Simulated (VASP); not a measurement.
# FeCo2 (Fm-3m) in VASP: notebook, part 2 of 2

VASP 6.6.1.

### 4 Relaxation of cell and atoms, PBE, collinear spin, ferromagnetic start

INCAR

```
SYSTEM = FeCo2
PREC     = Accurate       ! precision mode
ENCUT    = 600            ! plane-wave cutoff, eV
EDIFF    = 1E-6           ! SCF threshold, eV
ISMEAR   = 0              ! smearing method
SIGMA    = 0.1            ! smearing width, eV
LREAL    = .False.        ! projectors in reciprocal space
LASPH    = .True.         ! aspherical terms in the spheres
NELM     = 150            ! most SCF steps
ALGO     = Normal         ! electronic algorithm
ISIF     = 3              ! what is computed and relaxed
LWAVE    = .False.        ! write WAVECAR
LCHARG   = .False.        ! write CHGCAR
ISPIN    = 2              ! spin polarisation
MAGMOM   = 4 3 3          ! initial moments
LORBIT   = 11             ! projections on sites
LMAXMIX  = 4              ! l up to which the mixer works
GGA      = PE             ! functional
IBRION   = 2              ! ionic algorithm
NSW      = 90             ! ionic steps
EDIFFG   = -0.04          ! ionic threshold
```

KPOINTS

```
Automatic mesh
0
Gamma
  6 6 6
  0 0 0
```

POSCAR

```
FeCo2
1.0
    0.0000000000      2.5707836400      2.5707836400
    2.5707836400      0.0000000000      2.5707836400
    2.5707836400      2.5707836400      0.0000000000
Fe Co
1 2
Direct
    0.0000000000      0.0000000000      0.0000000000
    0.2500000000      0.2500000000      0.2500000000
    0.7500000000      0.7500000000      0.7500000000
```

Command:

```console
cat potpaw_PBE.64/Fe/POTCAR potpaw_PBE.64/Co/POTCAR > POTCAR
mpirun -np 1 vasp_std > vasp.out
```

It took 17 min on 1 thread of Oxide Virtual Turin-like, shared host; peak memory 0.18 GiB.

Results (log left out):

| Property | Result |
| --- | --- |
| Free energy | -20.6519 eV |
| Relaxed volume | 13.20 Å³/atom |
| Relaxed cell | a = 3.826 Å, b = 3.826 Å, c = 3.826 Å, α = 60.00°, β = 60.00°, γ = 60.00° |
| Space group after relaxing (to 0.1 Å) | Fm-3m (No. 225) |
| Energy gained by relaxing | 110.8 meV/atom |
| Ionic steps | 6 |
| Pressure after relaxing | 0.4 GPa |
| Net moment | 5.86 μB per cell |
| Site moments | Fe +2.43; Co +1.71 μB |
| Valence electrons inside the program's atomic spheres | Fe 7.38; Co 8.15 |

The path:
| step | energy change (eV) | largest force (eV/Å) | pressure (GPa) | volume (Å³) |
| --- | --- | --- | --- | --- |
| 1 | 0.0000 | 0.0000 | 19.01 | 33.98 |
| 2 | -0.3292 | 0.0000 | -31.49 | 41.03 |
| 3 | -0.1633 | 0.0000 | 16.63 | 36.23 |
| 4 | -0.2803 | 0.0000 | 8.80 | 37.71 |
| 5 | -0.3296 | 0.0000 | 2.02 | 39.20 |
| 6 | -0.3325 | 0.0000 | 0.39 | 39.60 |

Final structure:
```
CELL_PARAMETERS angstrom
0.00000 2.70526 2.70526
2.70526 0.00000 2.70526
2.70526 2.70526 0.00000
ATOMIC_POSITIONS crystal
Fe 0.00000 0.00000 0.00000
Co 0.25000 0.25000 0.25000
Co 0.75000 0.75000 0.75000
```

Levels at points of the mesh, in eV from the Fermi level:
Spin up:
| k point | band 14 | band 15 | band 16 | band 17 | band 18 | band 19 |
| --- | --- | --- | --- | --- | --- | --- |
| (0.00, 0.00, 0.00) | -0.84 | -0.84 | -0.84 | 8.93 | 8.93 | 8.93 |
| (0.50, 0.00, 0.00) | -1.07 | -0.49 | -0.49 | 0.42 | 7.17 | 7.17 |
| (0.50, 0.50, 0.00) | -0.30 | -0.30 | 0.24 | 0.69 | 2.12 | 2.12 |
Spin down:
| k point | band 5 | band 6 | band 7 | band 8 | band 9 | band 10 | band 11 | band 12 | band 13 | band 14 |
| --- | --- | --- | --- | --- | --- | --- | --- | --- | --- | --- |
| (0.00, 0.00, 0.00) | -1.84 | -1.84 | -1.27 | -1.27 | -1.27 | 1.01 | 1.01 | 1.01 | 1.12 | 1.12 |
| (0.50, 0.00, 0.00) | -1.68 | -1.55 | -1.55 | -1.11 | -1.11 | -0.31 | -0.31 | -0.14 | 1.37 | 1.37 |
| (0.50, 0.50, 0.00) | -1.55 | -1.55 | -1.44 | -0.39 | -0.39 | 0.45 | 0.69 | 1.05 | 1.08 | 1.82 |

Caveat: the volume moved by over 15 % at a fixed basis, so the end points are rough.

### 5 Single point, PBE, collinear spin, ferromagnetic start

This run uses another cell than the first one, of 13.26 Å³/atom.

INCAR

```
SYSTEM = FeCo2
ALGO = Fast
EDIFF = 1E-7
ENCUT = 520
GGA = PE
ISIF = 2
ISMEAR = 0
ISPIN = 2
LASPH = .True.
LCHARG = .False.
LMAXMIX = 4
LORBIT = 11
LREAL = .False.
LWAVE = .False.
MAGMOM = 2.67 1.93 1.93
NBANDS = 24
NELM = 150
PREC = Accurate
SIGMA = 0.1
```

KPOINTS

```
k-points
0
Gamma
  14 14 14
  0 0 0
```

POSCAR

```
FeCo2
1.0
    0.0000000000      2.7095922809      2.7095922809
    2.7095922809      0.0000000000      2.7095922809
    2.7095922809      2.7095922809      0.0000000000
Fe Co
1 2
Direct
    0.0000000000      0.0000000000      0.0000000000
    0.2500000000      0.2500000000      0.2500000000
    0.7500000000      0.7500000000      0.7500000000
```

Command:

```console
cat potpaw_PBE.64/Fe/POTCAR potpaw_PBE.64/Co/POTCAR > POTCAR
mpirun -np 1 vasp_std > vasp.out
```

Wall time 8.1 min (1 thread of Oxide Virtual Turin-like, shared host); peak memory 0.25 GiB.

Results (log left out):

| Property | Result |
| --- | --- |
| Free energy | -20.6482 eV |
| Pressure | -0.5 GPa |
| Net moment | 5.82 μB per cell |
| Site moments | Fe +2.42; Co +1.71 μB |
| Valence electrons inside the program's atomic spheres | Fe 7.37; Co 8.14 |

Levels at points of the mesh, in eV from the Fermi level:
Spin up:
```csv
k point,band 13,band 14,band 15,band 16,band 17,band 18,band 19,band 20
"(0.00, 0.00, 0.00)",-0.91,-0.83,-0.83,-0.83,8.91,8.91,8.91,10.63
"(0.50, 0.00, 0.00)",-1.05,-1.05,-0.48,-0.48,0.42,7.16,7.16,9.51
"(0.50, 0.50, 0.00)",-0.95,-0.29,-0.29,0.25,0.69,2.13,2.13,7.45
```
Spin down:
| k point | band 8 | band 9 | band 10 | band 11 | band 12 | band 13 |
| --- | --- | --- | --- | --- | --- | --- |
| (0.00, 0.00, 0.00) | -1.24 | -1.24 | 1.01 | 1.01 | 1.01 | 1.12 |
| (0.50, 0.00, 0.00) | -1.10 | -1.10 | -0.30 | -0.30 | -0.13 | 1.37 |
| (0.50, 0.50, 0.00) | -0.38 | -0.38 | 0.46 | 0.70 | 1.06 | 1.08 |

### 6 Overview

```csv
task,cell,k mesh,cutoff (eV),gap on the mesh (eV),pressure (GPa),moment (μB)
single point,"a = 3.636 Å, angles 60.0°, 3 atoms",6 × 6 × 6,520,none,19.1,2.69
single point,"a = 3.748 Å, angles 60.0°, 3 atoms",6 × 6 × 6,520,none,11.4,5.79
relaxation of cell and atoms,"relaxed from a = 3.636 Å, angles 60.0°, 3 atoms",6 × 6 × 6,600,none,0.4,5.86
single point,"a = 3.832 Å, angles 60.0°, 3 atoms",14 × 14 × 14,520,none,-0.5,5.82
```

Alike in all rows: level PBE; potentials or basis VASP PAW PBE potentials, release 64 (Fe, Co); spin collinear, ferromagnetic start; smearing gaussian 0.1 eV.

Caveats: the cell stands under pressure (at least some runs); the volume moved by over 15 % at a fixed basis, so the end points are rough (at least some runs).

Total energies depend on the potentials used, so only differences within one code and one set of settings carry meaning.
